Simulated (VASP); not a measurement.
## In8Sb9: single point with PBE

The system is In8Sb9, a slab with vacuum.

```
In Sb
1.0
     9.17358    0.00000    0.00000
     0.00000    6.48670    0.00000
     0.00000    0.00000   18.88018
In Sb
8 9
Direct
  0.00000 0.00000 0.05297
  0.69480 0.64028 0.19866
  0.27227 0.59684 0.19450
  0.50000 0.00000 0.05297
  0.47212 0.06217 0.32560
  0.24825 0.78054 0.45825
  0.71091 0.60407 0.43283
  0.98876 0.26957 0.26976
  0.98594 0.42401 0.11588
  0.25000 0.75000 0.05297
  0.75000 0.75000 0.05297
  0.50014 0.28918 0.18980
  0.55803 0.01912 0.47932
  0.77046 0.90931 0.31143
  0.18286 0.88896 0.30112
  0.01576 0.48675 0.41073
  0.47674 0.33213 0.56352
```

| Item | Value |
| --- | --- |
| Program | VASP 6.6.1 |
| Task | single point |
| Functional | PBE |
| Potentials or basis | VASP PAW PBE potentials, release 64 (In_d, Sb) |
| Cutoff | 520 eV |
| k mesh | 2 × 2 × 1 |
| Occupations | fermi-dirac, width 0.15 eV |
| Spin | no spin polarisation |
| Dipole correction | no |
| Further INCAR settings | LREAL = Auto; ALGO = Normal; EDIFF = 1e-07; NBANDS = 88 |

```yaml
Largest_force: 0.845 eV/Å
Band_gap_on_the_k_mesh: zero (an odd number of electrons rules out a gap without spin polarisation)
```

Forces on the atoms (eV/Å):
```
In   0.036  0.558  0.633
In   0.175  0.012 -0.032
In  -0.129  0.084 -0.007
In  -0.074  0.699  0.420
In   0.035 -0.016 -0.178
In   0.146 -0.091  0.130
In  -0.153 -0.133  0.049
In  -0.132 -0.316  0.022
Sb   0.122 -0.105  0.134
Sb  -0.191 -0.395 -0.521
Sb   0.143 -0.524 -0.380
Sb  -0.109  0.143  0.010
Sb  -0.202  0.126 -0.057
Sb   0.022 -0.174  0.096
Sb   0.031 -0.105  0.196
Sb   0.128 -0.071 -0.189
Sb   0.151  0.306 -0.327
```

Levels at points of the mesh, in eV from the Fermi level:
```tsv
k point	band 70	band 71	band 72	band 73	band 74	band 75	band 76	band 77	band 78	band 79
(0.00, 0.00, 0.00)	-1.08	-0.81	-0.67	-0.45	-0.13	0.04	0.15	0.20	0.37	0.69
(0.50, 0.00, 0.00)	-1.13	-0.80	-0.69	-0.43	-0.29	-0.03	0.08	0.54	0.75	0.87
(0.00, 0.50, 0.00)	-0.76	-0.73	-0.53	-0.30	-0.29	0.01	0.12	0.21	0.52	0.65
(0.50, 0.50, 0.00)	-0.76	-0.75	-0.60	-0.37	0.00	0.18	0.30	0.34	0.68	1.00
```

Run time: 11 min on 1 thread of Intel(R) Xeon(R) Platinum 8488C (Sapphire Rapids), on a shared host, peak memory 0.99 GiB.

Caveat: the k points lie up to 0.48 Å⁻¹ apart, too coarse for converged energies and pressures of a metal; there is no dipole correction, which matters where the two faces differ; spin-orbit coupling is left out, which moves the levels of the heavy elements.
